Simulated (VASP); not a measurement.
# Ge (Fd-3m) in VASP: a series of runs, part 3 of 3

VASP 6.6.1. Earlier steps stand in the parts before.

## (6) Single point, RPBE+D3(BJ)

This run uses another cell than the first one, of 23.09 Å³/atom, 1.041 times its volume.

File INCAR:

```
PREC = Accurate
ENCUT = 520
EDIFF = 1E-6
ISMEAR = -1
SIGMA = 0.05
LREAL = False
LASPH = True
NELM = 100
ALGO = Normal
ISIF = 2
LWAVE = False
LCHARG = True
GGA = RP
IVDW = 12
LELF = True
LVHAR = True
NBANDS = 21
```

File KPOINTS:

```
Automatic mesh
0
Gamma
  8 8 8
```

File POSCAR:

```
Ge
1.0
    0.0000000000      2.8476450493      2.8476450493
    2.8476450493      0.0000000000      2.8476450493
    2.8476450493      2.8476450493      0.0000000000
Ge
2
Direct
    0.7500000000      0.7500000000      0.7500000000
    0.5000000000      0.5000000000      0.5000000000
```

Potentials or basis: VASP PAW PBE potentials, release 64 (Ge_d).

Started as:

```bash
$ cat potpaw_PBE.64/Ge_d/POTCAR > POTCAR
$ mpirun -np 1 vasp_std > vasp.out
```

OUTCAR:

```text
PREC = Accurate
   ENCUT = 520
   EDIFF = 1E-6
   ISMEAR = -1
   LREAL = False
   LASPH = True
   NELM = 100
   ISIF = 2
   GGA = RP
   IVDW = 12
 IVDW          = 12

 ion  position               nearest neighbor table
   1  0.750  0.750  0.750-   2 2.47   2 2.47   2 2.47   2 2.47
   2  0.500  0.500  0.500-   1 2.47   1 2.47   1 2.47   1 2.47

  LATTYP: Found a face centered cubic cell.
 ALAT       =     5.6952900986

  Lattice vectors:

 A1 = (   0.0000000000,   2.8476450493,   2.8476450493)
 A2 = (   2.8476450493,   0.0000000000,   2.8476450493)
 A3 = (   2.8476450493,   2.8476450493,   0.0000000000)

Analysis of symmetry for initial positions (statically):
=====================================================================
 Subroutine PRICEL returns:
 Original cell was already a primitive cell.

 Routine SETGRP: Setting up the symmetry group for a
 face centered cubic supercell.

 Subroutine GETGRP returns: Found 48 space group operations
 (whereof 24 operations were pure point group operations)
 out of a pool of 48 trial point group operations.

The static configuration has the point symmetry T_d .
 The point group associated with its full space group is O_h .
[... 158 lines left out ...]
  free energy    TOTEN  =        -8.32371552 eV

  energy without entropy =       -8.32309234  energy(sigma->0) =       -8.32340393

 E-fermi :   4.9521     XC(G=0):  -9.6523

 val. band max:        4.9127220592   @ k =   0.0000   0.0000   0.0000
 cond. band min:       5.1226226144   @ k =   0.5000   0.0000   0.0000
 fundamental gap:      0.2099005552
 Fermi energy:         4.9521082297

 k-point     1 :       0.0000    0.0000    0.0000
  band No.  band energies     occupation
      1     -19.8997      2.00000
      2     -19.8997      2.00000
      3     -19.8997      2.00000
      4     -19.8655      2.00000
      5     -19.8655      2.00000
      6     -19.6661      2.00000
[... 565 lines left out ...]
     20      15.9171      0.00000
     21      16.3330      0.00000

 [... further k-points ...]

------------------------ aborting loop because EDIFF is reached ----------------------------------------

 Edisp (eV)   -2.47888

 E8    (eV) :    -1.5769

  FORCE on cell =-STRESS in cart. coord.  units (eV):
  Direction    XX          YY          ZZ          XY          YZ          ZX
  --------------------------------------------------------------------------------------
  -------------------------------------------------------------------------------------
  Total      -1.55268    -1.55268    -1.55268     0.00000     0.00000     0.00000
  in kB     -53.86485   -53.86485   -53.86485     0.00000     0.00000     0.00000
  external pressure =      -53.86 kB  Pullay stress =        0.00 kB

 VOLUME and BASIS-vectors are now :
 -----------------------------------------------------------------------------
  energy-cutoff  :      520.00
  volume of cell :       46.18
      direct lattice vectors                 reciprocal lattice vectors
     0.000000000  2.847645049  2.847645049    -0.175583681  0.175583681  0.175583681
     2.847645049  0.000000000  2.847645049     0.175583681 -0.175583681  0.175583681
     2.847645049  2.847645049  0.000000000     0.175583681  0.175583681 -0.175583681

 POSITION                                       TOTAL-FORCE (eV/Angst)
 -----------------------------------------------------------------------------------
      4.27147      4.27147      4.27147        -0.000000     -0.000000      0.000000
      2.84765      2.84765      2.84765         0.000000      0.000000     -0.000000
 -----------------------------------------------------------------------------------
    total drift:                                0.000000     -0.000000     -0.000000

  FREE ENERGIE OF THE ION-ELECTRON SYSTEM (eV)
  ---------------------------------------------------
  free  energy   TOTEN  =       -10.8026005160 eV

  energy  without entropy=      -10.8019773367  energy(sigma->0) =      -10.80228893
```

Run time: 43 s. Hardware: 1 thread of Intel Xeon 6975P-C, shared host; peak memory 0.18 GiB.

Results:

| Property | Result |
| --- | --- |
| Free energy | -10.8026 eV |
| Pressure | -5.4 GPa |
| Band gap on the k mesh | zero (filled and empty bands touch) |
| Dispersion energy per atom | -1.239 eV |

Caveat: the PAW data sets were made with another functional, which shifts forces and pressure a little; pairwise dispersion overbinds metals, which lowers pressure and volume.

## (7) The runs side by side

| level | cell | gap on the mesh (eV) | pressure (GPa) |
| --- | --- | --- | --- |
| revPBE+D4 | a = 3.974 Å, angles 60.0°, 2 atoms | 0.31 | 2.2 |
| RPBE+D3(BJ) | a = 4.001 Å, angles 60.0°, 2 atoms | 0.15 | -4.5 |
| revPBE+D4 | a = 4.001 Å, angles 60.0°, 2 atoms | 0.12 | 0.7 |
| PBE exchange alone | a = 4.001 Å, angles 60.0°, 2 atoms | none | 13.6 |
| RPBE+D3(BJ) | a = 4.027 Å, angles 60.0°, 2 atoms | none | -5.4 |

Alike in all rows: task single point; potentials or basis VASP PAW PBE potentials, release 64 (Ge_d); no spin polarisation; k mesh 8 × 8 × 8; cutoff (eV) 520; smearing fermi-dirac 0.05 eV.

Caveats: the PAW data sets were made with another functional, which shifts forces and pressure a little (some runs); pairwise dispersion overbinds metals, which lowers pressure and volume (some runs).

Absolute energies hang on the potentials; compare differences alone.

## (8) How close it comes

Step 2. Measured gap of Ge: 0.666 eV (indirect; 293 K; “Electronic and optical properties of SixGe1-x-ySny alloys lattice-matched to Ge”, 2021, arxiv:2109.02782). This calculation gives 0.31 eV (-0.36 eV). 3 values of this kind are on record (0.666 to 0.807 eV); this one was drawn at random among those near their median. Spin-orbit coupling on Ge is left out. The value is that of revPBE+D4 on a finite k mesh, which can miss the band edges, without temperature or zero-point motion. Semilocal functionals fall short of measured gaps as a rule.

Step 4. Measured gap of Ge: 0.744 eV (indirect; 0 K; “Temperature-dependent photoluminescence in Ge: experiment and theory”, 2020, arxiv:2003.00143). This calculation gives 0.12 eV (-0.62 eV). 3 values of this kind are on record (0.666 to 0.807 eV); this one was drawn at random among those near their median. Spin-orbit coupling on Ge is left out. The value is that of revPBE+D4 on a finite k mesh, which can miss the band edges, without temperature or zero-point motion. Semilocal functionals fall short of measured gaps as a rule.
